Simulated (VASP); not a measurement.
Runs of VASP 6.6.1 on CdI2. The structure is that of space group P-3m1 (No. 164), or close to it. The cells are those of the table. 

```tsv
cell	gap on the mesh (eV)	pressure (GPa)	largest force (eV/Å)
a = 4.221, b = 4.221, c = 15.948 Å, angles 90.0, 90.0, 60.0°, 6 atoms	2.43	0.1	0.03
a = 4.221, b = 4.221, c = 14.198 Å, angles 90.0, 90.0, 60.0°, 6 atoms	(a)	0.1	0.04
a = 4.221, b = 4.221, c = 14.698 Å, angles 90.0, 90.0, 60.0°, 6 atoms	2.41	0.1	0.04
a = 4.221, b = 4.221, c = 14.948 Å, angles 90.0, 90.0, 60.0°, 6 atoms	2.42	0.1	0.03
a = 4.221, b = 4.221, c = 13.648 Å, angles 90.0, 90.0, 60.0°, 6 atoms	2.34	(b)	0.04
a = 4.221, b = 4.221, c = 14.448 Å, angles 90.0, 90.0, 60.0°, 6 atoms	2.40	0.1	0.04
a = 4.221, b = 4.221, c = 13.798 Å, angles 90.0, 90.0, 60.0°, 6 atoms	2.35	0.2	0.03
a = 4.221, b = 4.221, c = 15.448 Å, angles 90.0, 90.0, 60.0°, 6 atoms	2.43	0.1	0.03
```

Alike in all rows: task single point; level PBEsol; potentials or basis VASP PAW PBE potentials, release 64 (Cd, I); no spin polarisation; k mesh 7 × 7 × 2; cutoff (eV) 500; smearing gaussian 0.05 eV.

Q: Fill in the values left out.

A: (a) 2.39; (b) 0.3.

Caveats: the PAW data sets were made with another functional, which shifts forces and pressure a little; spin-orbit coupling is left out, which moves the levels of the heavy elements; this functional lacks dispersion, which binds layers or chains, so the pressure and a relaxed spacing across them are unreliable (at least some runs).

A k mesh can miss the band edges, and the runs leave out spin-orbit coupling on Cd, I.
